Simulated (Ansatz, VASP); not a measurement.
**One calculation of Hg, two programs**

The input INCAR:

```
SYSTEM = Hg
PREC     = Accurate       ! precision mode
ENCUT    = 520            ! plane-wave cutoff, eV
EDIFF    = 1E-6           ! SCF threshold, eV
ISMEAR   = -1             ! smearing method
SIGMA    = 0.03           ! smearing width, eV
LREAL    = .FALSE.        ! projectors in reciprocal space
LASPH    = .TRUE.         ! aspherical terms in the spheres
NELM     = 100            ! most SCF steps
ALGO     = Normal         ! electronic algorithm
ISIF     = 2              ! what is computed and relaxed
LWAVE    = .FALSE.        ! write WAVECAR
LCHARG   = .TRUE.         ! write CHGCAR
GGA      = PE             ! functional
LELF     = .TRUE.         ! ELF
LVHAR    = .TRUE.       
NBANDS   = 12             ! bands
```

KPOINTS

```
Automatic mesh
0
G
  15 15 15
  0 0 0
```

Contents of POSCAR:

```
Hg
1.0
    1.7300004553      0.9988162286      2.2340000000
   -1.7300004553      0.9988162286      2.2340000000
    0.0000000000     -1.9976324571      2.2340000000
Hg
1
Direct
    0.0000000000      0.0000000000      0.0000000000
```

Input for Ansatz:

```yaml
crystal:
  lattice:
    - [1.7300004553, 0.9988162286, 2.234]
    - [-1.7300004553, 0.9988162286, 2.234]
    - [0.0, -1.9976324571, 2.234]
  atoms:
    - { symbol: Hg, position: [0.0, 0.0, 0.0] }
kpoints:
  mp_grid: { grid: [15, 15, 15] }
  band_path:
    path:
      - [0.0, 0.0, 0.0]
      - [0.5, 0.5, 0.5]
      - [0.7000691066, 0.2999308934, 0.5]
      - [0.5, -0.2999308934, 0.2999308934]
      - [0.5, 0.0, 0.0]
      - [0.0, 0.0, 0.0]
      - [0.3999654467, -0.3999654467, 0.0]
      - [0.6000345533, 0.0, 0.3999654467]
      - [0.5, 0.0, 0.5]
    npoints: 5
scf:
  occupations: { method: fermi_dirac, width: 0.03 }
hamiltonian:
  xc: pbe
  pseudopotentials:
    kind: all_electron
    lapw: { basis_error: 0.00025 }
    relativity: none
output:
  forces: true
  stress: true
  eigenvalues: true
```

Alike in both runs: task single point; functional PBE; k mesh 15 × 15 × 15; occupations fermi-dirac, width 0.03 eV; no spin polarisation.

```csv
,VASP,Ansatz
version,VASP 6.6.1,Ansatz 0.2.0
potentials or method,"VASP PAW PBE potentials, release 64 (Hg), cutoff 520 eV","all-electron LAPW, non-relativistic"
```

Ansatz gave:

| Property | Result |
| --- | --- |
| pressure (GPa) | 13.7 |
| traceless stress, the component that is largest in VASP (GPa) | 8.05 |

Question: What did VASP give for the same quantities?

Answer: Pressure (GPa): 6.4; traceless stress, the component that is largest in VASP (GPa): 0.43.

Ansatz ran all-electron here, and VASP with PAW potentials.

Spin-orbit coupling is off throughout.
